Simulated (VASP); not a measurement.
Al: single point with LDA

The system is Al.

```
CELL_PARAMETERS angstrom
-1.62304 1.62304 1.59122
1.62304 -1.62304 1.59122
1.62304 1.62304 -1.59122
ATOMIC_POSITIONS crystal
Al 0.00000 0.00000 0.00000
```

This cell differs from its parent crystal: strain +0.0200 x Voigt [1, 1, 0, 0, 0, 0].

* Program: VASP 6.6.1
* Task: single point
* Functional: LDA
* Potentials or basis: VASP PAW LDA potentials, release 64 (Al)
* Cutoff: 520 eV
* k mesh: 20 × 20 × 20
* Occupations: methfessel-paxton, width 0.2 eV
* Spin: no spin polarisation
* Dipole correction: no
* Further INCAR settings: ALGO = Fast; EDIFF = 1e-06; NBANDS = 8

* Pressure: -2.3 GPa

Stress tensor (GPa, compression positive):
```
-2.09  0.00  0.00
 0.00 -2.09  0.00
 0.00  0.00 -2.70
```

Levels at points of the mesh, in eV from the Fermi level:
| k point | band 1 | band 2 | band 3 | band 4 | band 5 |
| --- | --- | --- | --- | --- | --- |
| (0.00, 0.00, 0.00) | -10.98 | 12.80 | 13.26 | 13.26 | 14.12 |
| (0.50, 0.00, 0.00) | -4.18 | -3.79 | 7.80 | 8.11 | 9.66 |
| (0.50, 0.50, 0.00) | -4.28 | -3.98 | 8.17 | 8.52 | 10.13 |
| (0.50, 0.50, 0.50) | 1.64 | 1.64 | 2.18 | 2.98 | 3.15 |

Wall time 19 s on 1 thread of Intel(R) Xeon(R) 6975P-C (Granite Rapids), with other jobs on the host, peak memory 0.18 GiB.

Caveat: the cell differs from its parent crystal (strain +0.0200 x Voigt [1, 1, 0, 0, 0, 0]).
